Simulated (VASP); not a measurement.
Runs of VASP 6.6.1 on Ag. The structure is that of space group P6_3/mmc (No. 194), or close to it. The cells are those of the table. This isn't the form of Ag at room conditions, which is fcc.

```csv
task,cell,gap on the mesh (eV),pressure (GPa)
electric field gradients,"a = 2.886, b = 2.886, c = 10.000 Å, angles 90.0, 90.0, 120.0°, 4 atoms",none,(b)
electric field gradients,"a = 2.886, b = 2.874, c = 10.000 Å, angles 89.8, 89.4, 119.6°, 4 atoms",none,-11.0
electric field gradients,"a = 2.886, b = 2.899, c = 10.000 Å, angles 90.2, 90.6, 120.4°, 4 atoms",none,-11.0
single point,"a = 2.944, b = 2.944, c = 10.000 Å, angles 90.0, 90.0, 120.0°, 4 atoms",none,-13.5
single point,"a = 2.886, b = 2.886, c = 9.900 Å, angles 90.0, 90.0, 120.0°, 4 atoms",none,(a)
electric field gradients,"a = 2.877, b = 2.877, c = 9.967 Å, angles 90.0, 90.0, 120.0°, 4 atoms",none,-10.4
single point,"a = 2.886, b = 2.886, c = 10.200 Å, angles 90.0, 90.0, 120.0°, 4 atoms",none,-12.0
single point,"a = 2.886, b = 2.886, c = 9.700 Å, angles 90.0, 90.0, 120.0°, 4 atoms",none,-9.1
electric field gradients,"a = 2.886, b = 2.886, c = 9.700 Å, angles 90.0, 90.0, 120.0°, 4 atoms",none,-9.1
electric field gradients,"a = 2.867, b = 2.867, c = 9.933 Å, angles 90.0, 90.0, 120.0°, 4 atoms",none,-9.6
```

Alike in all rows: level LDA; potentials or basis VASP PAW LDA potentials, release 64 (Ag); no spin polarisation; k mesh 14 × 14 × 4; cutoff (eV) 520; smearing fermi-dirac 0.08 eV.

Task: Fill in the values left out.

Result: (a) -10.5; (b) -11.1.

Caveats: the cell stands under tension.

A k mesh can miss the band edges, and the runs leave out spin-orbit coupling on Ag.

A gap of «none» marks levels without a gap at the run's occupations.
